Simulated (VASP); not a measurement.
# P (Pm-3m) in VASP: further runs

The runs below take P through single point, relaxation of cell and atoms, with RPBE.

Everything below comes from runs of VASP 6.6.1. Logs are shortened: lines on timing, memory, paths and dates and some standing lists are left out, and cuts for length are marked.

### 1 The cell of the first run

It takes space group Pm-3m (No. 221, cubic). The conventional cell has a = 2.456 Å, b = 2.456 Å, c = 2.456 Å, α = 90.00°, β = 90.00°, γ = 90.00°. P (site symmetry m-3m) has 6 P at 2.46 Å within 3.2 Å.

### 2 Single point, RPBE

Contents of INCAR:

```
SYSTEM = P
PREC = Accurate ; ENCUT = 520
EDIFF = 1E-6 ; ISMEAR = -1
SIGMA = 0.1 ; LREAL = .FALSE.
LASPH = .TRUE. ; NELM = 60
ALGO = Normal ; ISIF = 2
LWAVE = .FALSE. ; LCHARG = .FALSE.
GGA = RP ; NBANDS = 8
```

Contents of KPOINTS:

```
Automatic mesh
0
G
  21 21 21
  0 0 0
```

Contents of POSCAR:

```
P
1.0
    2.4562692664      0.0000000000      0.0000000000
    0.0000000000      2.4562692664      0.0000000000
    0.0000000000      0.0000000000      2.4562692664
P
1
Direct
    0.0000000000      0.0000000000      0.0000000000
```

Potentials or basis: VASP PAW PBE potentials, release 64 (P).

On the command line:

```bash
cat potpaw_PBE.64/P/POTCAR > POTCAR
mpirun -np 1 vasp_std > vasp.out
```

OUTCAR:

```text
SYSTEM = P
   PREC = Accurate
   ENCUT = 520
   EDIFF = 1E-6
   ISMEAR = -1
   LREAL = .FALSE.
   LASPH = .TRUE.
   NELM = 60
   ISIF = 2
   GGA = RP

 ion  position               nearest neighbor table
   1  0.000  0.000  0.000-

  LATTYP: Found a simple cubic cell.
 ALAT       =     2.4562692664

  Lattice vectors:

 A1 = (   2.4562692664,   0.0000000000,   0.0000000000)
 A2 = (   0.0000000000,   2.4562692664,   0.0000000000)
 A3 = (   0.0000000000,   0.0000000000,   2.4562692664)

Analysis of symmetry for initial positions (statically):
=====================================================================
 Subroutine PRICEL returns:
 Original cell was already a primitive cell.

 Routine SETGRP: Setting up the symmetry group for a
 simple cubic supercell.

 Subroutine GETGRP returns: Found 48 space group operations
 (whereof 48 operations were pure point group operations)
 out of a pool of 48 trial point group operations.

The static configuration has the point symmetry O_h .

Analysis of symmetry for dynamics (positions and initial velocities):
=====================================================================
 Subroutine PRICEL returns:
 Original cell was already a primitive cell.

 Routine SETGRP: Setting up the symmetry group for a
 simple cubic supercell.

 Subroutine GETGRP returns: Found 48 space group operations
 (whereof 48 operations were pure point group operations)
 out of a pool of 48 trial point group operations.

The dynamic configuration has the point symmetry O_h .

 Subroutine INISYM returns: Found 48 space group operations
 (whereof 48 operations are pure point group operations),
 and found     1 'primitive' translations

----------------------------------------------------------------------------------------

                                     Primitive cell

  volume of cell :      14.8193

  direct lattice vectors                    reciprocal lattice vectors
     2.456269266  0.000000000  0.000000000     0.407121489  0.000000000  0.000000000
     0.000000000  2.456269266  0.000000000     0.000000000  0.407121489  0.000000000
     0.000000000  0.000000000  2.456269266     0.000000000  0.000000000  0.407121489

  length of vectors
     2.456269266  2.456269266  2.456269266     0.407121489  0.407121489  0.407121489

  position of ions in fractional coordinates (direct lattice)
     0.000000000  0.000000000  0.000000000

  ion indices of the primitive-cell ions
   primitive index   ion index
                 1           1

----------------------------------------------------------------------------------------

 KPOINTS: Automatic mesh

Automatic generation of k-mesh.
 Grid dimensions read from file:
 generate k-points for:   21   21   21

 Generating k-lattice:

  Cartesian coordinates                     Fractional coordinates (reciprocal lattice)
     0.019386738  0.000000000  0.000000000     0.047619048  0.000000000  0.000000000
     0.000000000  0.019386738  0.000000000     0.000000000  0.047619048  0.000000000
     0.000000000  0.000000000  0.019386738     0.000000000  0.000000000  0.047619048

  Length of vectors
     0.019386738  0.019386738  0.019386738

  Shift w.r.t. Gamma in fractional coordinates (k-lattice)
     0.000000000  0.000000000  0.000000000

 Subroutine IBZKPT returns following result:
 ===========================================

 Found    286 irreducible k-points:

 Following reciprocal coordinates:
            Coordinates               Weight
  0.000000  0.000000  0.000000      1.000000
  0.047619  0.000000  0.000000      6.000000
  0.095238  0.000000  0.000000      6.000000
  0.142857  0.000000  0.000000      6.000000
  0.190476  0.000000  0.000000      6.000000
  0.238095  0.000000  0.000000      6.000000
[... 16 lines left out ...]
  0.142857  0.095238  0.000000     24.000000
  0.190476  0.095238  0.000000     24.000000
 [... further k-points ...]
   k-points           NKPTS =    286   k-points in BZ     NKDIM =    286   number of bands    NBANDS=      8
   number of dos      NEDOS =    301   number of ions     NIONS =      1
   total plane-waves  NPLWV =   5832
   dimension x,y,z NGX =    18 NGY =   18 NGZ =   18
   dimension x,y,z NGXF=    36 NGYF=   36 NGZF=   36
   ions per type =               1
   NGX,Y,Z   is equivalent  to a cutoff of  12.18, 12.18, 12.18 a.u.
   NGXF,Y,Z  is equivalent  to a cutoff of  24.37, 24.37, 24.37 a.u.
 SYSTEM =  P
   PREC   = accura    normal or accurate (medium, high low for compatibility)
   ISTART =      0    job   : 0-new  1-cont  2-samecut
   ICHARG =      2    charge: 1-file 2-atom 10-const
   ISPIN  =      1    spin polarized calculation?
   LNONCOLLINEAR =      F non collinear calculations
   LSORBIT =      F    spin-orbit coupling
   LASPH  =      T    aspherical Exc in radial PAW
   ENCUT  =  520.0 eV  38.22 Ry    6.18 a.u.   4.57  4.57  4.57*2*pi/ulx,y,z
   NELM   =     60;   NELMIN=  2; NELMDL= -5     # of ELM steps
   EDIFF  = 0.1E-05   stopping-criterion for ELM
   LREAL  =      F    real-space projection
   EDIFFG = 0.1E-04   stopping-criterion for IOM
   NSW    =      0    number of steps for IOM
   IBRION =     -1    ionic relax: 0-MD 1-quasi-New 2-CG
   NFREE  =      0    steps in history (QN), initial steepest desc. (CG)
   ISIF   =      2    stress and relaxation
   ISYM   =      2    0-nonsym 1-usesym 2-fastsym
   POTIM  = 0.5000    time-step for ionic-motion
   TEBEG  =    0.0;   TEEND  =   0.0 temperature during run
   PSTRESS=    0.0 pullay stress
   NELECT =       5.0000    total number of electrons
   NUPDOWN=      -1.0000    fix difference up-down
   EMIN   =  10.00;   EMAX   =-10.00  energy-range for DOS
   EFERMI =   0.00;   METHOD = LEGACY
   ISMEAR =    -1;   SIGMA  =   0.10  broadening in eV -4-tet -1-fermi 0-gaus
   EFERMI_NEDOS =   21; number of points for ismear=-14 and -15
   IALGO  =     38    algorithm
   IMIX   =      4    mixing-type and parameters
     AMIX     =   0.40;   BMIX     =  1.00
     AMIX_MAG =   1.60;   BMIX_MAG =  1.00
  volume/ion in A,a.u.               =      14.82       100.01
  Fermi-wavevector in a.u.,A,eV,Ry     =   1.139696  2.153712 17.672689  1.298906
  Thomas-Fermi vector in A             =   2.276399
   LORBIT       =      0    0 simple, 1 ext, 2 COOP (PROOUT), +10 PAW based schemes
   GGA     = RP    functional components
   LHFCALC =     F    Hartree Fock is set to
   AEXX    =    0.0000 exact exchange contribution
   IVDW    =     0    specifies the selected vdW correction
   LEPSILON=     F    determine dielectric tensor
   LRPA    =     F    only Hartree local field effects (RPA)
 non-spin polarized calculation
  energy-cutoff  :      520.00
  volume of cell :       14.82
 maximum number of plane-waves:       413
   NGX =  9   NGY =  9   NGZ =  9

 number of electron       5.0000000 magnetization

 Free energy of the ion-electron system (eV)
  ---------------------------------------------------
  ext. energy  EPLUGINS =         0.00000000
  ---------------------------------------------------
  free energy    TOTEN  =        -4.90399451 eV

  energy without entropy =       -4.89643842  energy(sigma->0) =       -4.90021647

 E-fermi :   9.5017     XC(G=0): -11.1632

 val. band max:        9.4191314336   @ k =   0.3333   0.2381   0.1905
 cond. band min:       9.5095180599   @ k =   0.4286   0.4286   0.4286
 fundamental gap:      0.0903866262
 Fermi energy:         9.5016688161

 k-point     1 :       0.0000    0.0000    0.0000
  band No.  band energies     occupation
      1      -6.8561      2.00000
      2      14.4185      0.00000
      3      14.4185      0.00000
      4      14.4185      0.00000
      5      16.2223      0.00000
      6      16.2223      0.00000
      7      23.6777      0.00000
      8      33.5569      0.00000

 k-point     2 :       0.0476    0.0000    0.0000
  band No.  band energies     occupation
      1      -6.8050      2.00000
      2      13.3488      0.00000
      3      14.4586      0.00000
      4      14.4586      0.00000
      5      16.2629      0.00000
      6      17.2318      0.00000
      7      23.8519      0.00000
      8      33.1571      0.00000

 k-point     3 :       0.0952    0.0000    0.0000
  band No.  band energies     occupation
      1      -6.6521      2.00000
      2      11.7025      0.00000
      3      14.5783      0.00000
      4      14.5783      0.00000
      5      16.3835      0.00000
      6      18.6693      0.00000
      7      24.3966      0.00000
      8      32.1591      0.00000

 k-point     4 :       0.1429    0.0000    0.0000
  band No.  band energies     occupation
      1      -6.3985      2.00000
      2      10.0245      0.01067
      3      14.7753      0.00000
      4      14.7753      0.00000
      5      16.5804      0.00000
      6      19.9376      0.00000
      7      25.3404      0.00000
      8      30.8826      0.00000

 k-point     5 :       0.1905    0.0000    0.0000
  band No.  band energies     occupation
      1      -6.0463      2.00000
      2       8.3872      1.99997
      3      15.0451      0.00000
      4      15.0451      0.00000
      5      16.8465      0.00000
      6      20.9750      0.00000
      7      26.6164      0.00000
      8      29.5256      0.00000
[... 177 lines left out ...]
 k-point    22 :       0.0952    0.0952    0.0000
  band No.  band energies     occupation
      1      -6.4482      2.00000
      2      11.4518      0.00000
      3      12.4008      0.00000
      4      14.7378      0.00000
      5      17.7739      0.00000
      6      19.9121      0.00000
      7      24.9044      0.00000
      8      30.6656      0.00000

 k-point    23 :       0.1429    0.0952    0.0000
  band No.  band energies     occupation
      1      -6.1947      2.00000
      2      10.1113      0.00449
      3      12.2898      0.00000
      4      14.9343      0.00000
      5      18.1551      0.00000
      6      21.1215      0.00000
      7      25.5661      0.00000
      8      29.4356      0.00000

 k-point    24 :       0.1905    0.0952    0.0000
  band No.  band energies     occupation
      1      -5.8427      2.00000
      2       8.5302      1.99988
      3      12.5289      0.00000
      4      15.2033      0.00000
      5      18.4953      0.00000
      6      22.1728      0.00000
      7      26.2450      0.00000
      8      28.5150      0.00000

 [... further k-points ...]
[... 5 lines left out ...]
  --------------------------------------------------------------------------------------
  -------------------------------------------------------------------------------------
  Total       -0.0149810     -0.0149810     -0.0149810      0.0000000      0.0000000     -0.0000000
  in kB       -1.6196611     -1.6196611     -1.6196611      0.0000000      0.0000000     -0.0000000
  external PRESSURE =      -1.6196611 kB  Pullay stress =       0.0000000 kB

 VOLUME and BASIS-vectors are now :
 -----------------------------------------------------------------------------
  energy-cutoff  :      520.00
  volume of cell :       14.82
      direct lattice vectors                 reciprocal lattice vectors
     2.456269266  0.000000000  0.000000000     0.407121489  0.000000000  0.000000000
     0.000000000  2.456269266  0.000000000     0.000000000  0.407121489  0.000000000
     0.000000000  0.000000000  2.456269266     0.000000000  0.000000000  0.407121489

 POSITION                                       TOTAL-FORCE (eV/Angst)
 -----------------------------------------------------------------------------------
      0.00000      0.00000      0.00000         0.000000      0.000000      0.000000
 -----------------------------------------------------------------------------------
    total drift:                               -0.000000      0.000000      0.000000

  FREE ENERGIE OF THE ION-ELECTRON SYSTEM (eV)
  ---------------------------------------------------
  free  energy   TOTEN  =        -4.9039945143 eV

  energy  without entropy=       -4.8964384204  energy(sigma->0) =       -4.90021647
```

Run time: 17 s. Hardware: 1 thread of Intel Xeon Platinum 8259CL at 2.50GHz (Skylake/Cascade Lake), shared host; peak memory 0.13 GiB.

Results:

```
Free energy : -4.9040 eV
Pressure    : -0.2 GPa
```

Levels at points of the mesh, in eV from the Fermi level:
| k point | band 1 | band 2 | band 3 | band 4 | band 5 | band 6 |
| --- | --- | --- | --- | --- | --- | --- |
| (0.00, 0.00, 0.00) | -16.36 | 4.92 | 4.92 | 4.92 | 6.72 | 6.72 |

Caveat: the PAW data sets were made with another functional, which shifts forces and pressure a little.

(Part 1 of 2 ends here.)
